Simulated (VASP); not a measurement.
# HfO2 (Fm-3m) in VASP: further runs

Runs on HfO2. Level: PBE. Tasks: single point.

Everything below comes from runs of VASP 6.6.1. Logs are shortened: lines on timing, memory, paths and dates and some standing lists are left out, and cuts for length are marked.

## Step 1: The cell of the first run

The structure is cubic, space group Fm-3m (No. 225). The conventional cell has a = 5.058 Å, b = 5.058 Å, c = 5.058 Å, α = 90.00°, β = 90.00°, γ = 90.00°. Hf (site symmetry m-3m) has 8 O at 2.19 Å within 2.9 Å. Within 2.9 Å of O (site symmetry -43m) lie 4 Hf at 2.19 Å and 6 O at 2.53 Å.

## Step 2: Single point, PBE

INCAR

```
SYSTEM = HfO2
  PREC = Accurate
  ENCUT = 600
  EDIFF = 1E-6
  ISMEAR = 0
  SIGMA = 0.01
  LREAL = .False.
  LASPH = .True.
  NELM = 120
  ALGO = Normal
  ISIF = 2
  LWAVE = .False.
  LCHARG = .True.
  GGA = PE
  LELF = .True.
  LVHAR = .True.
  NBANDS = 18
  GGA_COMPAT = .False.
```

KPOINTS

```
regular mesh
0
Gamma
  3 3 3
  0 0 0
```

POSCAR

```
HfO2
1.0
    0.0000000000      2.5291823194      2.5291823194
    2.5291823194      0.0000000000      2.5291823194
    2.5291823194      2.5291823194      0.0000000000
Hf O
1 2
Direct
    0.0000000000      0.0000000000      0.0000000000
    0.2500000000      0.2500000000      0.2500000000
    0.7500000000      0.7500000000      0.7500000000
```

Potentials or basis: VASP PAW PBE potentials, release 64 (Hf_pv, O).

Launch:

```bash
> cat potpaw_PBE.64/Hf_pv/POTCAR potpaw_PBE.64/O/POTCAR > POTCAR
> mpirun -np 1 vasp_std > vasp.out
```

OUTCAR:

```text
SYSTEM = HfO2
   PREC = Accurate
   ENCUT = 600
   EDIFF = 1E-6
   ISMEAR = 0
   LREAL = .False.
   LASPH = .True.
   NELM = 120
   ISIF = 2
   GGA = PE

 ion  position               nearest neighbor table
   1  0.000  0.000  0.000-   3 2.19   3 2.19   3 2.19   2 2.19   2 2.19   2 2.19   3 2.19   2 2.19

   2  0.250  0.250  0.250-   1 2.19   1 2.19   1 2.19   1 2.19
   3  0.750  0.750  0.750-   1 2.19   1 2.19   1 2.19   1 2.19

  LATTYP: Found a face centered cubic cell.
 ALAT       =     5.0583646388

  Lattice vectors:

 A1 = (   0.0000000000,   2.5291823194,   2.5291823194)
 A2 = (   2.5291823194,   0.0000000000,   2.5291823194)
 A3 = (   2.5291823194,   2.5291823194,   0.0000000000)

Analysis of symmetry for initial positions (statically):
=====================================================================
 Subroutine PRICEL returns:
 Original cell was already a primitive cell.

 Routine SETGRP: Setting up the symmetry group for a
 face centered cubic supercell.

 Subroutine GETGRP returns: Found 48 space group operations
 (whereof 48 operations were pure point group operations)
 out of a pool of 48 trial point group operations.

The static configuration has the point symmetry O_h .

Analysis of symmetry for dynamics (positions and initial velocities):
=====================================================================
 Subroutine PRICEL returns:
 Original cell was already a primitive cell.

 Routine SETGRP: Setting up the symmetry group for a
 face centered cubic supercell.

 Subroutine GETGRP returns: Found 48 space group operations
 (whereof 48 operations were pure point group operations)
 out of a pool of 48 trial point group operations.

The dynamic configuration has the point symmetry O_h .

 Subroutine INISYM returns: Found 48 space group operations
 (whereof 48 operations are pure point group operations),
 and found     1 'primitive' translations

----------------------------------------------------------------------------------------

                                     Primitive cell

  volume of cell :      32.3572

  direct lattice vectors                    reciprocal lattice vectors
     0.000000000  2.529182319  2.529182319    -0.197692351  0.197692351  0.197692351
     2.529182319  0.000000000  2.529182319     0.197692351 -0.197692351  0.197692351
     2.529182319  2.529182319  0.000000000     0.197692351  0.197692351 -0.197692351

  length of vectors
     3.576803938  3.576803938  3.576803938     0.342413197  0.342413197  0.342413197

[... 62 lines left out ...]
   LREAL  =      F    real-space projection
   EDIFFG = 0.1E-04   stopping-criterion for IOM
   NSW    =      0    number of steps for IOM
   IBRION =     -1    ionic relax: 0-MD 1-quasi-New 2-CG
   NFREE  =      0    steps in history (QN), initial steepest desc. (CG)
   ISIF   =      2    stress and relaxation
   ISYM   =      2    0-nonsym 1-usesym 2-fastsym
   POTIM  = 0.5000    time-step for ionic-motion
   TEBEG  =    0.0;   TEEND  =   0.0 temperature during run
   PSTRESS=    0.0 pullay stress
   NELECT =      22.0000    total number of electrons
   NUPDOWN=      -1.0000    fix difference up-down
   EMIN   =  10.00;   EMAX   =-10.00  energy-range for DOS
   EFERMI =   0.00;   METHOD = LEGACY
   ISMEAR =     0;   SIGMA  =   0.01  broadening in eV -4-tet -1-fermi 0-gaus
   EFERMI_NEDOS =   21; number of points for ismear=-14 and -15
   IALGO  =     38    algorithm
   IMIX   =      4    mixing-type and parameters
     AMIX     =   0.40;   BMIX     =  1.00
     AMIX_MAG =   1.60;   BMIX_MAG =  1.00
  volume/ion in A,a.u.               =      10.79        72.79
  Fermi-wavevector in a.u.,A,eV,Ry     =   1.439546  2.720348 28.195259  2.072293
  Thomas-Fermi vector in A             =   2.558390
   LORBIT       =      0    0 simple, 1 ext, 2 COOP (PROOUT), +10 PAW based schemes
   GGA     = PE    functional components
   LHFCALC =     F    Hartree Fock is set to
   AEXX    =    0.0000 exact exchange contribution
   IVDW    =     0    specifies the selected vdW correction
   LEPSILON=     F    determine dielectric tensor
   LRPA    =     F    only Hartree local field effects (RPA)
 non-spin polarized calculation
 Gauss-broadening in eV      SIGMA  =   0.01
  energy-cutoff  :      600.00
  volume of cell :       32.36
 maximum number of plane-waves:      1089
 NGX is ok and might be reduce to    30
   NGX = 15   NGY = 15   NGZ = 15

 number of electron      21.9999998 magnetization

 Free energy of the ion-electron system (eV)
  ---------------------------------------------------
  ext. energy  EPLUGINS =         0.00000000
  ---------------------------------------------------
  free energy    TOTEN  =       -30.24194576 eV

  energy without entropy =      -30.24194576  energy(sigma->0) =      -30.24194576

 E-fermi :   3.8255     XC(G=0): -11.8721

 val. band max:        3.7312509072   @ k =   0.0000   0.0000   0.0000
 cond. band min:       8.2363483528   @ k =   0.0000   0.0000   0.0000
 fundamental gap:      4.5050974457
 Fermi energy:         3.8255088040

 k-point     1 :       0.0000    0.0000    0.0000
  band No.  band energies     occupation
      1     -25.3166      2.00000
      2     -25.3166      2.00000
      3     -25.3166      2.00000
      4     -14.4337      2.00000
      5     -11.3662      2.00000
      6      -1.0449      2.00000
[... 61 lines left out ...]
      5     -12.3499      2.00000
      6      -1.1009      2.00000
[... 10 lines left out ...]
     17      16.3969      0.00000
     18      17.7664      0.00000

------------------------ aborting loop because EDIFF is reached ----------------------------------------

  FORCE on cell =-STRESS in cart. coord.  units (eV):
  Direction    XX          YY          ZZ          XY          YZ          ZX
  --------------------------------------------------------------------------------------
  -------------------------------------------------------------------------------------
  Total        0.3801787      0.3801787      0.3801787      0.0000000      0.0000000      0.0000000
  in kB       18.8246929     18.8246929     18.8246929      0.0000000      0.0000000      0.0000000
  external PRESSURE =      18.8246929 kB  Pullay stress =       0.0000000 kB

 VOLUME and BASIS-vectors are now :
 -----------------------------------------------------------------------------
  energy-cutoff  :      600.00
  volume of cell :       32.36
      direct lattice vectors                 reciprocal lattice vectors
     0.000000000  2.529182319  2.529182319    -0.197692351  0.197692351  0.197692351
     2.529182319  0.000000000  2.529182319     0.197692351 -0.197692351  0.197692351
     2.529182319  2.529182319  0.000000000     0.197692351  0.197692351 -0.197692351

 POSITION                                       TOTAL-FORCE (eV/Angst)
 -----------------------------------------------------------------------------------
      0.00000      0.00000      0.00000        -0.000000     -0.000000      0.000000
      1.26459      1.26459      1.26459        -0.000000     -0.000000      0.000000
      3.79377      3.79377      3.79377         0.000000      0.000000     -0.000000
 -----------------------------------------------------------------------------------
    total drift:                                0.000000     -0.000000      0.000000

  FREE ENERGIE OF THE ION-ELECTRON SYSTEM (eV)
  ---------------------------------------------------
  free  energy   TOTEN  =       -30.2419457562 eV

  energy  without entropy=      -30.2419457562  energy(sigma->0) =      -30.24194576
```

OSZICAR:

```text
N       E                     dE             d eps       ncg     rms          rms(c)
DAV:   1     0.938110397852E+02    0.93811E+02   -0.13634E+04   144   0.134E+03
DAV:   2    -0.323061895006E+02   -0.12612E+03   -0.12355E+03   178   0.297E+02
DAV:   3    -0.359927072079E+02   -0.36865E+01   -0.36800E+01   188   0.453E+01
DAV:   4    -0.360099191011E+02   -0.17212E-01   -0.17210E-01   164   0.338E+00
DAV:   5    -0.360100313493E+02   -0.11225E-03   -0.11225E-03   160   0.249E-01    0.486E+01
DAV:   6    -0.303715266063E+02    0.56385E+01   -0.20784E+01   148   0.324E+01    0.425E+01
DAV:   7    -0.302784758299E+02    0.93051E-01   -0.63196E-01   156   0.663E+00    0.292E+01
DAV:   8    -0.302604517730E+02    0.18024E-01   -0.26988E-01   152   0.479E+00    0.855E+00
DAV:   9    -0.302416723494E+02    0.18779E-01   -0.57210E-02   150   0.203E+00    0.252E+00
DAV:  10    -0.302418932202E+02   -0.22087E-03   -0.29468E-03   152   0.420E-01    0.135E-01
DAV:  11    -0.302419322133E+02   -0.38993E-04   -0.15876E-04   158   0.108E-01    0.199E-01
DAV:  12    -0.302419450618E+02   -0.12848E-04   -0.39387E-05   148   0.415E-02    0.115E-02
DAV:  13    -0.302419457562E+02   -0.69438E-06   -0.16747E-06   166   0.982E-03
   1 F= -.30241946E+02 E0= -.30241946E+02  d E =-.162920E-41
```

stdout:

```text
POSCAR found type information on POSCAR HfO
 POSCAR found :  2 types and       3 ions
 scaLAPACK will be used
 LDA part: xc-table for (Slater+PW92), standard interpolation
 POSCAR, INCAR and KPOINTS ok, starting setup
 FFT: planning ... GRIDC
 FFT: planning ... GRID_SOFT
 FFT: planning ... GRID
 WAVECAR not read
 entering main loop
```

It took 12 s on 1 thread of Intel Xeon 8259CL, shared host; peak memory 0.16 GiB.

What came out:

| Item | Value |
| --- | --- |
| Free energy | -30.2419 eV |
| Pressure | 1.9 GPa |
| Band gap on the k mesh | 4.50 eV, direct |

Caveat: the k points lie up to 0.72 Å⁻¹ apart; spin-orbit coupling is left out, which moves the levels of the heavy elements.

(Part 1 of 2 ends here.)
